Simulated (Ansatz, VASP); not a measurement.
Two plane-wave programs on Lu2AlN3

```
CELL_PARAMETERS angstrom
4.92069 0.00000 0.00000
-2.46035 4.26145 0.00000
0.00000 0.00000 4.15423
ATOMIC_POSITIONS crystal
Lu 0.33333 0.66667 0.50000
Lu 0.66667 0.33333 0.50000
Al 0.00000 0.00000 0.00000
N 0.33333 0.66667 0.00000
N 0.66667 0.33333 0.00000
N 0.00000 0.00000 0.50000
```

Alike in both runs: task relaxation of cell and atoms; functional PBE; k mesh 6 × 6 × 4; occupations gaussian, width 0.1 eV; no spin polarisation.

|  | VASP | Ansatz |
| --- | --- | --- |
| version | VASP 6.6.1 | Ansatz 0.2.0 |
| potentials or method | VASP PAW PBE potentials, release 64 (Lu, Al, N), cutoff 600 eV | scalar-relativistic, plane waves, PAW |
| valence electrons in the cell | 68 | 68 |

Ansatz gave:

- gap on the k mesh at the Fermi level, each at its own relaxed structure (eV): none
- relaxed volume (Å³/atom): 14.74
- relaxed cell length with the largest relative difference (Å): 4.969

Problem. Which values does VASP return?

Solution. gap on the k mesh at the Fermi level, each at its own relaxed structure (eV): none; relaxed volume (Å³/atom): 14.61; relaxed cell length with the largest relative difference (Å): 4.927.

A gap of «none» marks a metal or a gap that the smearing closes.

The k mesh is coarse, so the values compare programs but aren't converged. Spin-orbit coupling is off throughout.
